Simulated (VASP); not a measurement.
Si2Mo:

```
Si Mo
1.0
    -1.60000    1.60000    3.93050
     1.60000   -1.60000    3.93050
     1.60000    1.60000   -3.93050
Si Mo
2 1
Direct
  0.33300 0.33300 0.00000
  0.66700 0.66700 0.00000
  0.00000 0.00000 0.00000
```

```yaml
Program: VASP 6.6.1
Task: relaxation of cell and atoms
Functional: r2SCAN
Potentials_or_basis: VASP PAW PBE potentials, release 64 (Si, Mo_sv)
Cutoff: 600 eV
k_mesh: 10 × 10 × 10
Occupations: fermi-dirac, width 0.1 eV
Spin: no spin polarisation
```

At the start: pressure -1.0 GPa; volume 13.42 Å³/atom.

Q: Where does the relaxation end?

A: Over 6 steps the energy falls by 2.8 meV/atom and the volume is 13.38 Å³/atom (-0.3 %); space group I4/mmm (No. 139, to 0.1 Å) before and after.

The path:
```
step  energy change (eV)  largest force (eV/Å)  pressure (GPa)  volume (Å³)
   1              0.0000                0.3594           -1.02        40.25
   2             -0.0047                0.0107            2.35        39.75
   3             -0.0068                0.1294            1.10        39.93
   4             -0.0079                0.0456           -0.75        40.30
   5             -0.0084                0.0158           -0.10        40.17
   6             -0.0085                0.0044            0.02        40.14
```

Final structure:
```yaml
crystal:
  lattice:
    - [-1.60171, 1.60171, 3.91177]
    - [1.60171, -1.60171, 3.91177]
    - [1.60171, 1.60171, -3.91177]
  atoms:
    - { symbol: Si, position: [0.33536, 0.33536, 0.00000] }
    - { symbol: Si, position: [0.66464, 0.66464, 0.00000] }
    - { symbol: Mo, position: [0.00000, 0.00000, 0.00000] }
```

Caveat: the PAW data sets were made with another functional, which shifts forces and pressure a little.
